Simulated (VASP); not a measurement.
Input of a VASP 6.6.1 run:

Contents of INCAR:

```
ALGO = Normal
EDIFF = 1E-7
ENCUT = 520
ISIF = 2
ISMEAR = -1
LASPH = T
LCHARG = T
LELF = T
LREAL = F
LVHAR = T
LWAVE = F
NBANDS = 26
NELM = 100
PREC = Accurate
SIGMA = 0.05
```

Contents of KPOINTS:

```
k-points
0
Gamma
  13 13 13
```

Contents of POSCAR:

```
TlAgTe2
1.0
   -1.9600000000      1.9600000000      7.5339000000
    1.9600000000     -1.9600000000      7.5339000000
    1.9600000000      1.9600000000     -7.5339000000
Tl Ag Te
1 1 2
Direct
    0.0000000000      0.0000000000      0.0000000000
    0.7500000000      0.2500000000      0.5000000000
    0.3690000000      0.3690000000      0.0000000000
    0.6310000000      0.6310000000      0.0000000000
```

Potentials or basis: VASP PAW LDA potentials, release 64 (Tl_d, Ag, Te).

The run is started by

```bash
$ cat potpaw_LDA.64/Tl_d/POTCAR potpaw_LDA.64/Ag/POTCAR potpaw_LDA.64/Te/POTCAR > POTCAR
$ mpirun -np 1 vasp_std > vasp.out
```

(1) Estimate the pressure.

(2) Predict the largest force.

(3) Estimate the band gap on the k mesh.

Results:

(1) -0.8 GPa.

(2) 0.209 eV/Å.

(3) zero (bands 18 and 19 overlap by 1.71 eV).

Caveat: the cell differs from its parent crystal (zz strain of -1 %); spin-orbit coupling is left out, which moves the levels of the heavy elements.
